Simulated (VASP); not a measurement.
# MoS2 (P6_3/mmc) in VASP: further runs

Runs on MoS2. Level: PBEsol. Tasks: single point.

All numbers are computed with VASP 6.6.1; they aren't measurements. Logs are shortened: lines on timing, memory, paths and dates and some standing lists are left out, and cuts for length are marked.

### Step 1. The cell of the first run

Symmetry: P6_3/mmc, No. 194, hexagonal system. Conventional cell: a = 3.299 Å, b = 3.299 Å, c = 12.570 Å, α = 90.00°, β = 90.00°, γ = 120.00°. Within 3.3 Å of Mo (site symmetry -6m2) lie 6 S at 2.46 Å and 6 Mo at 3.30 Å. Within 3.3 Å of S (site symmetry 3m) lie 3 Mo at 2.46 Å and 7 S at 3.12 to 3.30 Å.

### Step 2. Single point, PBEsol

File INCAR:

```
SYSTEM = MoS2
ALGO = Normal
EDIFF = 1E-6
ENCUT = 520
GGA = PS
ISIF = 2
ISMEAR = 1
LASPH = .True.
LCHARG = .False.
LREAL = .False.
LWAVE = .False.
NBANDS = 35
NELM = 80
PREC = Accurate
SIGMA = 0.0838
```

File KPOINTS:

```
k-points
0
Gamma
  12 12 2
  0 0 0
```

File POSCAR:

```
MoS2
1.0
    3.2987000000      0.0000000000      0.0000000000
   -1.6493500000      2.8567579994      0.0000000000
    0.0000000000      0.0000000000     12.5702639933
Mo S
2 4
Direct
    0.3333333333      0.6666666667      0.2500000000
    0.6666666667      0.3333333333      0.7500000000
    0.3333333333      0.6666666667      0.6259932117
    0.6666666667      0.3333333333      0.1259932117
    0.3333333333      0.6666666667      0.8740067883
    0.6666666667      0.3333333333      0.3740067883
```

Potentials or basis: VASP PAW PBE potentials, release 64 (Mo_sv, S).

Command:

```sh
> cat potpaw_PBE.64/Mo_sv/POTCAR potpaw_PBE.64/S/POTCAR > POTCAR
> mpirun -np 1 vasp_std > vasp.out
```

OUTCAR:

```text
SYSTEM = MoS2
   EDIFF = 1E-6
   ENCUT = 520
   GGA = PS
   ISIF = 2
   ISMEAR = 1
   LASPH = .True.
   LREAL = .False.
   NELM = 80
   PREC = Accurate

 ion  position               nearest neighbor table
   1  0.333  0.667  0.250-   4 2.46   6 2.46   4 2.46   6 2.46   4 2.46   6 2.46
   2  0.667  0.333  0.750-   3 2.46   5 2.46   3 2.46   5 2.46   3 2.46   5 2.46
   3  0.333  0.667  0.626-   2 2.46   2 2.46   2 2.46
   4  0.667  0.333  0.126-   1 2.46   1 2.46   1 2.46
   5  0.333  0.667  0.874-   2 2.46   2 2.46   2 2.46
   6  0.667  0.333  0.374-   1 2.46   1 2.46   1 2.46

  LATTYP: Found a hexagonal cell.
 ALAT       =     3.2987000000
 C/A-ratio  =     3.8106720809

  Lattice vectors:

 A1 = (   3.2987000000,   0.0000000000,   0.0000000000)
 A2 = (  -1.6493500000,   2.8567579994,   0.0000000000)
 A3 = (   0.0000000000,   0.0000000000,  12.5702639933)

Analysis of symmetry for initial positions (statically):
=====================================================================
 Subroutine PRICEL returns:
 Original cell was already a primitive cell.

 Routine SETGRP: Setting up the symmetry group for a
 hexagonal supercell.

 Subroutine GETGRP returns: Found 24 space group operations
 (whereof 12 operations were pure point group operations)
 out of a pool of 24 trial point group operations.

The static configuration has the point symmetry D_3d.
 The point group associated with its full space group is D_6h.

Analysis of symmetry for dynamics (positions and initial velocities):
=====================================================================
 Subroutine PRICEL returns:
 Original cell was already a primitive cell.

 Routine SETGRP: Setting up the symmetry group for a
 hexagonal supercell.

 Subroutine GETGRP returns: Found 24 space group operations
 (whereof 12 operations were pure point group operations)
 out of a pool of 24 trial point group operations.

The dynamic configuration has the point symmetry D_3d.
 The point group associated with its full space group is D_6h.

 Subroutine INISYM returns: Found 24 space group operations
 (whereof 12 operations are pure point group operations),
 and found     1 'primitive' translations

----------------------------------------------------------------------------------------

                                     Primitive cell

  volume of cell :     118.4570

  direct lattice vectors                    reciprocal lattice vectors
     3.298700000  0.000000000  0.000000000     0.303149726  0.175023576  0.000000000
    -1.649350000  2.856757999  0.000000000     0.000000000  0.350047151  0.000000000
     0.000000000  0.000000000 12.570263993     0.000000000  0.000000000  0.079552824

  length of vectors
     3.298700000  3.298700000 12.570263993     0.350047151  0.350047151  0.079552824

  position of ions in fractional coordinates (direct lattice)
     0.333333333  0.666666667  0.250000000
     0.666666667  0.333333333  0.750000000
     0.333333333  0.666666667  0.625993212
     0.666666667  0.333333333  0.125993212
     0.333333333  0.666666667  0.874006788
     0.666666667  0.333333333  0.374006788

  ion indices of the primitive-cell ions
   primitive index   ion index
                 1           1
                 2           2
                 3           3
                 4           4
                 5           5
                 6           6

----------------------------------------------------------------------------------------

 KPOINTS: k-points

Automatic generation of k-mesh.
 Grid dimensions read from file:
 generate k-points for:   12   12    2

 Generating k-lattice:

  Cartesian coordinates                     Fractional coordinates (reciprocal lattice)
     0.025262477  0.014585298  0.000000000     0.083333333  0.000000000  0.000000000
     0.000000000  0.029170596  0.000000000     0.000000000  0.083333333  0.000000000
     0.000000000  0.000000000  0.039776412     0.000000000  0.000000000  0.500000000

  Length of vectors
     0.029170596  0.029170596  0.039776412

  Shift w.r.t. Gamma in fractional coordinates (k-lattice)
     0.000000000  0.000000000  0.000000000

 Subroutine IBZKPT returns following result:
 ===========================================

 Found     38 irreducible k-points:

 Following reciprocal coordinates:
            Coordinates               Weight
  0.000000  0.000000  0.000000      1.000000
  0.083333 -0.000000  0.000000      6.000000
  0.166667 -0.000000  0.000000      6.000000
  0.250000 -0.000000  0.000000      6.000000
  0.333333 -0.000000  0.000000      6.000000
  0.416667 -0.000000  0.000000      6.000000
[... 16 lines left out ...]
  0.250000 -0.000000  0.500000      6.000000
  0.333333 -0.000000  0.500000      6.000000
 [... further k-points ...]
   k-points           NKPTS =     38   k-points in BZ     NKDIM =     38   number of bands    NBANDS=     35
   number of dos      NEDOS =    301   number of ions     NIONS =      6
   total plane-waves  NPLWV =  75264
   dimension x,y,z NGX =    28 NGY =   28 NGZ =   96
   dimension x,y,z NGXF=    56 NGYF=   56 NGZF=  192
   ions per type =               2   4
   NGX,Y,Z   is equivalent  to a cutoff of  14.11, 14.11, 12.70 a.u.
   NGXF,Y,Z  is equivalent  to a cutoff of  28.22, 28.22, 25.39 a.u.
 SYSTEM =  MoS2
   PREC   = accura    normal or accurate (medium, high low for compatibility)
   ISTART =      0    job   : 0-new  1-cont  2-samecut
   ICHARG =      2    charge: 1-file 2-atom 10-const
   ISPIN  =      1    spin polarized calculation?
   LNONCOLLINEAR =      F non collinear calculations
   LSORBIT =      F    spin-orbit coupling
   LASPH  =      T    aspherical Exc in radial PAW
   ENCUT  =  520.0 eV  38.22 Ry    6.18 a.u.   6.13  6.13 23.37*2*pi/ulx,y,z
   NELM   =     80;   NELMIN=  2; NELMDL= -5     # of ELM steps
   EDIFF  = 0.1E-05   stopping-criterion for ELM
   LREAL  =      F    real-space projection
   EDIFFG = 0.1E-04   stopping-criterion for IOM
   NSW    =      0    number of steps for IOM
   IBRION =     -1    ionic relax: 0-MD 1-quasi-New 2-CG
   NFREE  =      0    steps in history (QN), initial steepest desc. (CG)
   ISIF   =      2    stress and relaxation
   ISYM   =      2    0-nonsym 1-usesym 2-fastsym
   POTIM  = 0.5000    time-step for ionic-motion
   TEBEG  =    0.0;   TEEND  =   0.0 temperature during run
   PSTRESS=    0.0 pullay stress
   NELECT =      52.0000    total number of electrons
   NUPDOWN=      -1.0000    fix difference up-down
   EMIN   =  10.00;   EMAX   =-10.00  energy-range for DOS
   EFERMI =   0.00;   METHOD = LEGACY
   ISMEAR =     1;   SIGMA  =   0.08  broadening in eV -4-tet -1-fermi 0-gaus
   EFERMI_NEDOS =   21; number of points for ismear=-14 and -15
   IALGO  =     38    algorithm
   IMIX   =      4    mixing-type and parameters
     AMIX     =   0.40;   BMIX     =  1.00
     AMIX_MAG =   1.60;   BMIX_MAG =  1.00
  volume/ion in A,a.u.               =      19.74       133.23
  Fermi-wavevector in a.u.,A,eV,Ry     =   1.244197  2.351191 21.062166  1.548025
  Thomas-Fermi vector in A             =   2.378474
   LORBIT       =      0    0 simple, 1 ext, 2 COOP (PROOUT), +10 PAW based schemes
   GGA     = PS    functional components
   LHFCALC =     F    Hartree Fock is set to
   AEXX    =    0.0000 exact exchange contribution
   IVDW    =     0    specifies the selected vdW correction
   LEPSILON=     F    determine dielectric tensor
   LRPA    =     F    only Hartree local field effects (RPA)
 non-spin polarized calculation
 Methfessel and Paxton  Order N= 1 SIGMA  =   0.08
  energy-cutoff  :      520.00
  volume of cell :      118.46
 maximum number of plane-waves:      3228
 NGX is ok and might be reduce to    28

 number of electron      52.0000000 magnetization

 Free energy of the ion-electron system (eV)
  ---------------------------------------------------
  ext. energy  EPLUGINS =         0.00000000
  ---------------------------------------------------
  free energy    TOTEN  =       -46.39715585 eV

  energy without entropy =      -46.39717289  energy(sigma->0) =      -46.39716153

 E-fermi :   6.3602     XC(G=0): -10.4665

 val. band max:        6.2897286644   @ k =   0.0000   0.0000   0.0000
 cond. band min:       6.8803657421   @ k =   0.3333   0.3333   0.0000
 fundamental gap:      0.5906370777
 Fermi energy:         6.3602367324

 k-point     1 :       0.0000    0.0000    0.0000
  band No.  band energies     occupation
      1     -55.3188      2.00000
      2     -55.3188      2.00000
      3     -29.4174      2.00000
      4     -29.4174      2.00000
      5     -29.3152      2.00000
      6     -29.3152      2.00000
[... 27 lines left out ...]
     34       8.3821      0.00000
     35      10.9897      0.00000

 k-point     2 :       0.0833   -0.0000    0.0000
  band No.  band energies     occupation
      1     -55.3172      2.00000
      2     -55.3172      2.00000
      3     -29.4141      2.00000
      4     -29.4141      2.00000
      5     -29.3327      2.00000
      6     -29.3327      2.00000
[... 27 lines left out ...]
     34       8.2876      0.00000
     35      11.4462      0.00000

 k-point     3 :       0.1667   -0.0000    0.0000
  band No.  band energies     occupation
      1     -55.3130      2.00000
      2     -55.3130      2.00000
      3     -29.4051      2.00000
      4     -29.4050      2.00000
      5     -29.3801      2.00000
      6     -29.3801      2.00000
[... 27 lines left out ...]
     34       8.6421      0.00000
     35      12.4023      0.00000

 k-point     4 :       0.2500   -0.0000    0.0000
  band No.  band energies     occupation
      1     -55.3073      2.00000
      2     -55.3072      2.00000
      3     -29.4443      2.00000
      4     -29.4443      2.00000
      5     -29.3927      2.00000
      6     -29.3927      2.00000
[... 27 lines left out ...]
     34       9.0869      0.00000
     35      13.0574      0.00000

 k-point     5 :       0.3333   -0.0000    0.0000
  band No.  band energies     occupation
      1     -55.3015      2.00000
      2     -55.3015      2.00000
      3     -29.5078      2.00000
      4     -29.5078      2.00000
      5     -29.3804      2.00000
      6     -29.3803      2.00000
[... 638 lines left out ...]
 k-point    22 :       0.1667   -0.0000    0.5000
  band No.  band energies     occupation
      1     -55.3130      2.00000
      2     -55.3130      2.00000
      3     -29.4051      2.00000
      4     -29.4051      2.00000
      5     -29.3801      2.00000
      6     -29.3801      2.00000
[... 27 lines left out ...]
     34       8.5982      0.00000
     35      12.5686      0.00000

 k-point    23 :       0.2500   -0.0000    0.5000
  band No.  band energies     occupation
      1     -55.3072      2.00000
      2     -55.3072      2.00000
      3     -29.4443      2.00000
      4     -29.4443      2.00000
      5     -29.3927      2.00000
      6     -29.3927      2.00000
[... 27 lines left out ...]
     34       9.0047      0.00000
     35      13.2080      0.00000

 k-point    24 :       0.3333   -0.0000    0.5000
  band No.  band energies     occupation
      1     -55.3015      2.00000
      2     -55.3015      2.00000
      3     -29.5078      2.00000
      4     -29.5078      2.00000
      5     -29.3803      2.00000
      6     -29.3803      2.00000
[... 27 lines left out ...]
     34       9.3162      0.00000
     35      12.7171      0.00000

 [... further k-points ...]

------------------------ aborting loop because EDIFF is reached ----------------------------------------

  FORCE on cell =-STRESS in cart. coord.  units (eV):
  Direction    XX          YY          ZZ          XY          YZ          ZX
  --------------------------------------------------------------------------------------
  -------------------------------------------------------------------------------------
  Total      -10.1164610    -10.1164610     -5.5415343      0.0000000      0.0000000      0.0000000
  in kB     -136.8291171   -136.8291171    -74.9514320      0.0000000      0.0000000      0.0000000
  external PRESSURE =    -116.2032220 kB  Pullay stress =       0.0000000 kB

 VOLUME and BASIS-vectors are now :
 -----------------------------------------------------------------------------
  energy-cutoff  :      520.00
  volume of cell :      118.46
      direct lattice vectors                 reciprocal lattice vectors
     3.298700000  0.000000000  0.000000000     0.303149726  0.175023576  0.000000000
    -1.649350000  2.856757999  0.000000000     0.000000000  0.350047151  0.000000000
     0.000000000  0.000000000 12.570263993     0.000000000  0.000000000  0.079552824

 POSITION                                       TOTAL-FORCE (eV/Angst)
 -----------------------------------------------------------------------------------
     -0.00000      1.90451      3.14257        -0.000000      0.000000     -0.000000
      1.64935      0.95225      9.42770         0.000000     -0.000000     -0.000000
     -0.00000      1.90451      7.86890         0.000000     -0.000000      0.862619
      1.64935      0.95225      1.58377        -0.000000      0.000000      0.862619
     -0.00000      1.90451     10.98650         0.000000     -0.000000     -0.862619
      1.64935      0.95225      4.70136        -0.000000      0.000000     -0.862619
 -----------------------------------------------------------------------------------
    total drift:                               -0.000000      0.000000     -0.000000

  FREE ENERGIE OF THE ION-ELECTRON SYSTEM (eV)
  ---------------------------------------------------
  free  energy   TOTEN  =       -46.3971558480 eV

  energy  without entropy=      -46.3971728855  energy(sigma->0) =      -46.39716153
```

Run time: 3 min. Hardware: 1 thread of Intel Xeon Platinum 8375C at 2.90GHz (Ice Lake), shared host; peak memory 0.32 GiB.

Results:

```yaml
Free_energy: -46.3972 eV
Pressure: -11.6 GPa
Largest_force: 0.863 eV/Å
Band_gap_on_the_k_mesh: 0.59 eV (least direct gap 1.33 eV)
```

Forces on the atoms (eV/Å):
```
Mo   0.000  0.000  0.000
Mo   0.000  0.000  0.000
S    0.000  0.000  0.863
S    0.000  0.000  0.863
S    0.000  0.000 -0.863
S    0.000  0.000 -0.863
```

Stress tensor (GPa, compression positive):
```
-13.68   0.00   0.00
  0.00 -13.68   0.00
  0.00   0.00  -7.50
```

Caveat: the cell stands under tension; the PAW data sets were made with another functional, which shifts forces and pressure a little; this functional lacks dispersion, which binds the layers, so the pressure and a relaxed spacing across them are unreliable.

### Step 3. Single point, PBEsol

This run uses another cell than the first one, of the same volume but with other edges.

File INCAR:

```
PREC     = Accurate       # precision mode
ENCUT    = 520            # plane-wave cutoff, eV
EDIFF    = 1E-7           # SCF threshold, eV
ISMEAR   = 1              # smearing method
SIGMA    = 0.131          # smearing width, eV
LREAL    = False          # projectors in reciprocal space
LASPH    = True           # aspherical terms in the spheres
NELM     = 100            # most SCF steps
ALGO     = Normal         # electronic algorithm
ISIF     = 2              # what is computed and relaxed
LWAVE    = False          # write WAVECAR
LCHARG   = False          # write CHGCAR
GGA      = PS             # functional
NBANDS   = 35             # bands
```

File KPOINTS:

```
regular mesh
0
Gamma
  12 12 2
```

Edit POSCAR of step 2 so:

```diff
@@ -2,5 +2,5 @@
 1.0
-    3.2987000000      0.0000000000      0.0000000000
-   -1.6493500000      2.8567579994      0.0000000000
-    0.0000000000      0.0000000000     12.5702639933
+    3.2673000000      0.0000000000      0.0000000000
+   -1.6336500000      2.8295648018      0.0000000000
+    0.0000000000      0.0000000000     12.8217000000
 Mo S
```

Potentials or basis: VASP PAW PBE potentials, release 64 (Mo_sv, S).

Command:

```sh
> cat potpaw_PBE.64/Mo_sv/POTCAR potpaw_PBE.64/S/POTCAR > POTCAR
> mpirun -np 1 vasp_std > vasp.out
```

It took 2.4 min on 1 thread of Intel Xeon Platinum 8375C at 2.90GHz (Ice Lake), shared host; peak memory 0.28 GiB.

The run converged. Its results:

```
Free energy            : -46.4488 eV
Pressure               : -12.0 GPa
Largest force          : 1.211 eV/Å
Band gap on the k mesh : 0.92 eV (least direct gap 1.44 eV)
```

Forces in eV/Å, atoms in the order of the input:
```
Mo   0.000  0.000  0.000
Mo   0.000  0.000  0.000
S    0.000  0.000  1.211
S    0.000  0.000  1.211
S    0.000  0.000 -1.211
S    0.000  0.000 -1.211
```

Stress tensor (GPa, compression positive):
```
-12.54   0.00   0.00
  0.00 -12.54   0.00
  0.00   0.00 -10.81
```

Levels at points of the mesh, in eV from the valence-band top:
| k point | band 24 | band 25 | band 26 | band 27 | band 28 | band 29 |
| --- | --- | --- | --- | --- | --- | --- |
| (0.00, 0.00, 0.00) | -1.18 | -0.84 | 0.00 | 1.96 | 1.96 | 1.98 |
| (0.50, 0.00, 0.00) | -1.52 | -1.22 | -1.11 | 1.42 | 1.46 | 1.82 |
| (0.00, 0.00, 0.50) | -2.02 | -0.22 | -0.22 | 1.97 | 1.97 | 1.97 |
| (0.50, 0.00, 0.50) | -1.58 | -1.16 | -1.16 | 1.44 | 1.44 | 1.92 |

Caveat: the cell stands under tension; the PAW data sets were made with another functional, which shifts forces and pressure a little; this functional lacks dispersion, which binds the layers, so the pressure and a relaxed spacing across them are unreliable. As with any semilocal functional, this PBEsol gap is likely too small.

(Part 1 of 2 ends here.)
